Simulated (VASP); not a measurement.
# Ir (Fm-3m) in VASP: further runs

The runs below take Ir through single point, relaxation of cell and atoms, with PBE.

Everything below comes from runs of VASP 6.6.1. Logs are shortened: lines on timing, memory, paths and dates and some standing lists are left out, and cuts for length are marked.

## Step 1: The cell of the first run

The structure is cubic, space group Fm-3m (No. 225). Conventional cell: a = 3.835 Å, b = 3.835 Å, c = 3.835 Å, α = 90.00°, β = 90.00°, γ = 90.00°. Ir (site symmetry m-3m) has 12 Ir at 2.71 Å within 3.6 Å.

## Step 2: Single point, PBE

INCAR

```
PREC = Accurate ; ENCUT = 500
EDIFF = 1E-6 ; ISMEAR = -1
SIGMA = 0.05 ; LREAL = F
LASPH = T ; NELM = 120
ALGO = Normal ; ISIF = 2
LWAVE = F ; LCHARG = F
GGA = PE ; NBANDS = 10
GGA_COMPAT = F
```

KPOINTS

```
regular mesh
0
Gamma
  12 12 12
```

POSCAR

```
Ir
1.0
    0.0000000000      1.9174581826      1.9174581826
    1.9174581826      0.0000000000      1.9174581826
    1.9174581826      1.9174581826      0.0000000000
Ir
1
Direct
    0.0000000000      0.0000000000      0.0000000000
```

Potentials or basis: VASP PAW PBE potentials, release 64 (Ir).

On the command line:

```bash
cat potpaw_PBE.64/Ir/POTCAR > POTCAR
mpirun -np 1 vasp_std > vasp.out
```

OUTCAR:

```text
PREC = Accurate
   ENCUT = 500
   EDIFF = 1E-6
   ISMEAR = -1
   LREAL = F
   LASPH = T
   NELM = 120
   ISIF = 2
   GGA = PE

 ion  position               nearest neighbor table
   1  0.000  0.000  0.000-

  LATTYP: Found a face centered cubic cell.
 ALAT       =     3.8349163652

  Lattice vectors:

 A1 = (   0.0000000000,   1.9174581826,   1.9174581826)
 A2 = (   1.9174581826,   0.0000000000,   1.9174581826)
 A3 = (   1.9174581826,   1.9174581826,   0.0000000000)

Analysis of symmetry for initial positions (statically):
[... 5 lines left out ...]
 face centered cubic supercell.

 Subroutine GETGRP returns: Found 48 space group operations
 (whereof 48 operations were pure point group operations)
 out of a pool of 48 trial point group operations.

The static configuration has the point symmetry O_h .

Analysis of symmetry for dynamics (positions and initial velocities):
[... 5 lines left out ...]
 face centered cubic supercell.

 Subroutine GETGRP returns: Found 48 space group operations
 (whereof 48 operations were pure point group operations)
 out of a pool of 48 trial point group operations.

The dynamic configuration has the point symmetry O_h .

 Subroutine INISYM returns: Found 48 space group operations
 (whereof 48 operations are pure point group operations),
 and found     1 'primitive' translations

----------------------------------------------------------------------------------------

                                     Primitive cell

  volume of cell :      14.0996

  direct lattice vectors                    reciprocal lattice vectors
     0.000000000  1.917458183  1.917458183    -0.260761880  0.260761880  0.260761880
     1.917458183  0.000000000  1.917458183     0.260761880 -0.260761880  0.260761880
     1.917458183  1.917458183  0.000000000     0.260761880  0.260761880 -0.260761880

  length of vectors
     2.711695367  2.711695367  2.711695367     0.451652824  0.451652824  0.451652824

  position of ions in fractional coordinates (direct lattice)
     0.000000000  0.000000000  0.000000000

  ion indices of the primitive-cell ions
   primitive index   ion index
                 1           1

----------------------------------------------------------------------------------------

 KPOINTS: regular mesh

Automatic generation of k-mesh.
 Grid dimensions read from file:
 generate k-points for:   12   12   12

 Generating k-lattice:
[... 51 lines left out ...]
   NGXF,Y,Z  is equivalent  to a cutoff of  24.52, 24.52, 24.52 a.u.
 SYSTEM =  unknown system
   PREC   = accura    normal or accurate (medium, high low for compatibility)
   ISTART =      0    job   : 0-new  1-cont  2-samecut
   ICHARG =      2    charge: 1-file 2-atom 10-const
   ISPIN  =      1    spin polarized calculation?
   LNONCOLLINEAR =      F non collinear calculations
   LSORBIT =      F    spin-orbit coupling
   LASPH  =      T    aspherical Exc in radial PAW
   ENCUT  =  500.0 eV  36.75 Ry    6.06 a.u.   4.94  4.94  4.94*2*pi/ulx,y,z
   NELM   =    120;   NELMIN=  2; NELMDL= -5     # of ELM steps
   EDIFF  = 0.1E-05   stopping-criterion for ELM
   LREAL  =      F    real-space projection
   EDIFFG = 0.1E-04   stopping-criterion for IOM
   NSW    =      0    number of steps for IOM
   IBRION =     -1    ionic relax: 0-MD 1-quasi-New 2-CG
   NFREE  =      0    steps in history (QN), initial steepest desc. (CG)
   ISIF   =      2    stress and relaxation
   ISYM   =      2    0-nonsym 1-usesym 2-fastsym
   POTIM  = 0.5000    time-step for ionic-motion
   TEBEG  =    0.0;   TEEND  =   0.0 temperature during run
   PSTRESS=    0.0 pullay stress
   NELECT =       9.0000    total number of electrons
   NUPDOWN=      -1.0000    fix difference up-down
   EMIN   =  10.00;   EMAX   =-10.00  energy-range for DOS
[... 5 lines left out ...]
     AMIX     =   0.40;   BMIX     =  1.00
     AMIX_MAG =   1.60;   BMIX_MAG =  1.00
  volume/ion in A,a.u.               =      14.10        95.15
  Fermi-wavevector in a.u.,A,eV,Ry     =   1.409569  2.663700 27.033220  1.986886
  Thomas-Fermi vector in A             =   2.531612
   LORBIT       =      0    0 simple, 1 ext, 2 COOP (PROOUT), +10 PAW based schemes
   GGA     = PE    functional components
   LHFCALC =     F    Hartree Fock is set to
   AEXX    =    0.0000 exact exchange contribution
   IVDW    =     0    specifies the selected vdW correction
   LEPSILON=     F    determine dielectric tensor
   LRPA    =     F    only Hartree local field effects (RPA)
 non-spin polarized calculation
  energy-cutoff  :      500.00
  volume of cell :       14.10
 maximum number of plane-waves:       368
   NGX =  9   NGY =  9   NGZ =  9

 number of electron       9.0000000 magnetization

 Free energy of the ion-electron system (eV)
  ---------------------------------------------------
  ext. energy  EPLUGINS =         0.00000000
  ---------------------------------------------------
  free energy    TOTEN  =        -8.85645140 eV

  energy without entropy =       -8.85170618  energy(sigma->0) =       -8.85407879

 E-fermi :  10.4962     XC(G=0): -14.0090

 val. band max:       10.4780550560   @ k =  -0.3333   0.3333   0.0000
 cond. band min:      10.4965101711   @ k =  -0.2500   0.0833   0.0000
 fundamental gap:      0.0184551151
 Fermi energy:        10.4962463857

 k-point     1 :       0.0000    0.0000    0.0000
  band No.  band energies     occupation
      1      -0.6910      2.00000
      2       6.5576      2.00000
      3       6.5576      2.00000
      4       6.5576      2.00000
      5       9.2583      2.00000
      6       9.2583      2.00000
      7      24.7869      0.00000
      8      30.3889      0.00000
      9      30.3889      0.00000
     10      30.3889      0.00000
[... 287 lines left out ...]
 k-point    24 :      -0.4167    0.1667    0.0000
  band No.  band energies     occupation
      1       3.2754      2.00000
      2       5.6863      2.00000
      3       7.2797      2.00000
      4       7.4628      2.00000
      5      10.9174      0.00044
      6      14.2549      0.00000
      7      17.7427      0.00000
      8      25.7906      0.00000
      9      28.0591      0.00000
     10      30.0783      0.00000

 [... further k-points ...]
[... 5 lines left out ...]
  --------------------------------------------------------------------------------------
  -------------------------------------------------------------------------------------
  Total        0.9320986      0.9320986      0.9320986     -0.0000000     -0.0000000      0.0000000
  in kB      105.9167756    105.9167756    105.9167756     -0.0000000     -0.0000000      0.0000000
  external PRESSURE =     105.9167756 kB  Pullay stress =       0.0000000 kB

 VOLUME and BASIS-vectors are now :
 -----------------------------------------------------------------------------
  energy-cutoff  :      500.00
  volume of cell :       14.10
      direct lattice vectors                 reciprocal lattice vectors
     0.000000000  1.917458183  1.917458183    -0.260761880  0.260761880  0.260761880
     1.917458183  0.000000000  1.917458183     0.260761880 -0.260761880  0.260761880
     1.917458183  1.917458183  0.000000000     0.260761880  0.260761880 -0.260761880

 POSITION                                       TOTAL-FORCE (eV/Angst)
 -----------------------------------------------------------------------------------
      0.00000      0.00000      0.00000         0.000000      0.000000      0.000000
 -----------------------------------------------------------------------------------
    total drift:                               -0.000000     -0.000000     -0.000000

  FREE ENERGIE OF THE ION-ELECTRON SYSTEM (eV)
  ---------------------------------------------------
  free  energy   TOTEN  =        -8.8564514035 eV

  energy  without entropy=       -8.8517061755  energy(sigma->0) =       -8.85407879
```

OSZICAR:

```text
N       E                     dE             d eps       ncg     rms          rms(c)
DAV:   1     0.481505727073E+02    0.48151E+02   -0.44068E+03  1456   0.802E+02
DAV:   2    -0.851593424912E+01   -0.56667E+02   -0.53523E+02  1464   0.196E+02
DAV:   3    -0.940505525368E+01   -0.88912E+00   -0.88715E+00  1726   0.296E+01
DAV:   4    -0.941341922364E+01   -0.83640E-02   -0.83624E-02  1642   0.271E+00
DAV:   5    -0.941357361787E+01   -0.15439E-03   -0.15439E-03  1646   0.353E-01    0.153E+01
DAV:   6    -0.895167573897E+01    0.46190E+00   -0.78632E-01  1618   0.109E+01    0.629E+00
DAV:   7    -0.886267944650E+01    0.88996E-01   -0.27145E-01  1716   0.592E+00    0.146E+00
DAV:   8    -0.886123388934E+01    0.14456E-02   -0.20180E-03  1566   0.449E-01    0.126E+00
DAV:   9    -0.885645429190E+01    0.47796E-02   -0.30233E-03  1616   0.776E-01    0.364E-02
DAV:  10    -0.885644924703E+01    0.50449E-05   -0.27613E-05  2048   0.587E-02    0.353E-02
DAV:  11    -0.885645138619E+01   -0.21392E-05   -0.22652E-06  1550   0.163E-02    0.429E-03
DAV:  12    -0.885645140353E+01   -0.17348E-07   -0.19756E-08   780   0.131E-03
   1 F= -.88564514E+01 E0= -.88540788E+01  d E =-.474523E-02
```

Wall time 5.5 s (1 thread of AMD EPYC 9R45 (Zen 5), shared host); peak memory 0.1 GiB.

Results:

```
Free energy : -8.8565 eV
Pressure    : 10.6 GPa
```

Caveat: spin-orbit coupling is left out, which moves the levels of the heavy elements.

## Step 3: Relaxation of cell and atoms, PBE, target pressure 2 GPa, at which the enthalpy is minimised

This run uses another cell than the first one, of 14.06 Å³/atom, 0.997 times its volume.

INCAR

```
SYSTEM = Ir
PREC = Accurate ; ENCUT = 500
EDIFF = 1E-7 ; ISMEAR = -1
SIGMA = 0.05 ; LREAL = .False.
LASPH = .True. ; NELM = 120
ALGO = Normal ; ISIF = 3
LWAVE = .False. ; LCHARG = .False.
GGA = PE ; IBRION = 2
NSW = 60 ; EDIFFG = -0.01
PSTRESS = 20.0 ; GGA_COMPAT = .False.
NELMIN = 4
```

KPOINTS

```
regular mesh
0
Gamma
  12 12 12
  0 0 0
```

POSCAR

```
Ir
1.0
    0.0000000000      1.9156000000      1.9156000000
    1.9156000000      0.0000000000      1.9156000000
    1.9156000000      1.9156000000      0.0000000000
Ir
1
Direct
    0.0000000000      0.0000000000      0.0000000000
```

Potentials or basis: VASP PAW PBE potentials, release 64 (Ir).

On the command line:

```bash
cat potpaw_PBE.64/Ir/POTCAR > POTCAR
mpirun -np 1 vasp_std > vasp.out
```

Wall time 13 s (1 thread of AMD EPYC 9R45 (Zen 5), shared host); peak memory 0.11 GiB.

The run converged. Its results:

```yaml
Free_energy: -8.8688 eV
Relaxed_volume: 14.42 Å³/atom
Relaxed_cell: a = 2.732 Å, b = 2.732 Å, c = 2.732 Å, α = 60.00°, β = 60.00°, γ = 60.00°
Space_group_after_relaxing_to_0.05_Å: Fm-3m (No. 225)
Energy_change_on_relaxing_the_enthalpy_is_what_falls: -15.2 meV/atom
Ionic_steps: 4
Pressure_after_relaxing: 2.0 GPa
```

The path:
```csv
step,energy change (eV),largest force (eV/Å),pressure (GPa),volume (Å³)
1,0.0000,0.0000,11.77,14.06
2,0.1029,0.0000,-25.10,15.88
3,-0.0153,0.0000,1.61,14.44
4,-0.0152,0.0000,1.98,14.42
```

Final structure:
```cif
data_structure
_symmetry_space_group_name_H-M 'P 1'
_symmetry_Int_Tables_number 1
_cell_length_a 2.7321
_cell_length_b 2.7321
_cell_length_c 2.7321
_cell_angle_alpha 60.000
_cell_angle_beta 60.000
_cell_angle_gamma 60.000
_cell_volume 14.42
loop_
_atom_site_label
_atom_site_type_symbol
_atom_site_fract_x
_atom_site_fract_y
_atom_site_fract_z
_atom_site_occupancy
Ir1 Ir 0.00000 0.00000 0.00000 1
```

Levels at points of the mesh, in eV from the Fermi level:
```csv
k point,band 1,band 2,band 3,band 4,band 5,band 6,band 7,band 8
"(0.00, 0.00, 0.00)",-10.94,-3.80,-3.80,-3.80,-1.20,-1.20,14.34,19.81
"(0.50, 0.00, 0.00)",-7.92,-3.90,-3.90,-0.74,0.83,0.83,7.04,13.88
"(0.50, 0.50, 0.00)",-7.72,-7.16,0.80,1.40,1.40,1.68,10.22,11.59
```

Caveat: the cell is relaxed towards a set pressure, so the enthalpy falls and the energy may rise; spin-orbit coupling is left out, which moves the levels of the heavy elements.

(Continued in part 2 of 2.)
